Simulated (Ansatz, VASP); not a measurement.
## Two plane-wave programs on BAs

The input INCAR:

```
SYSTEM = BAs
ALGO = Normal
EDIFF = 1E-8
ENCUT = 520
ISIF = 2
ISMEAR = -1
LASPH = .True.
LCHARG = .False.
LEFG = .True.
LREAL = .False.
LWAVE = .False.
NBANDS = 11
NELM = 80
PREC = Accurate
SIGMA = 0.03
```

Contents of KPOINTS:

```
k-points
0
Gamma
  15 15 15
  0 0 0
```

POSCAR

```
BAs
1.0
    0.0000000000      2.3407300000      2.3885000000
    2.3407300000      0.0000000000      2.3885000000
    2.3407300000      2.3407300000      0.0000000000
B As
1 1
Direct
    0.0000000000      0.0000000000      0.0000000000
    0.7500000000      0.7500000000      0.7500000000
```

Input for Ansatz:

```yaml
crystal:
  lattice:
    - [0.0, 2.34073, 2.3885]
    - [2.34073, 0.0, 2.3885]
    - [2.34073, 2.34073, 0.0]
  atoms:
    - { symbol: B, position: [0.0, 0.0, 0.0] }
    - { symbol: As, position: [0.75, 0.75, 0.75] }
kpoints:
  mp_grid: { grid: [15, 15, 15] }
scf:
  occupations: { method: fermi_dirac, width: 0.03 }
hamiltonian:
  xc: lda
  pseudopotentials: { kind: paw }
output:
  forces: true
  stress: true
  eigenvalues: true
  efg: { contact_densities: true }
```

Change from the starting cell: equal xx and yy strain of -2 %, PAW files.

Alike in both runs: task electric field gradients; functional LDA; k mesh 15 × 15 × 15; occupations fermi-dirac, width 0.03 eV; no spin polarisation.

|  | VASP | Ansatz |
| --- | --- | --- |
| version | VASP 6.6.1 | Ansatz 0.2.0 |
| potentials or method | VASP PAW LDA potentials, release 64 (B, As) | PAW with Ansatz's default frozen-core files, scalar-relativistic |
| plane-wave cutoff (eV) | 520 | 420 |
| valence electrons in the cell | 8 | 18 |

```tsv
	VASP	Ansatz	Ansatz less VASP
pressure (GPa)	2.8	1.8	-1.01
traceless stress, the component that is largest in VASP (GPa)	-2.98	-3.00	-0.018
size of Vzz on the site where it differs most (V/Å²)	2.7	2.5	-0.20
```

LDA's correlation is that of Perdew and Zunger in VASP and of Perdew and Wang (1992) in Ansatz. VASP's potentials hold 8 valence electrons a cell and Ansatz's 18, so a difference there can come from the potentials and not from the codes.
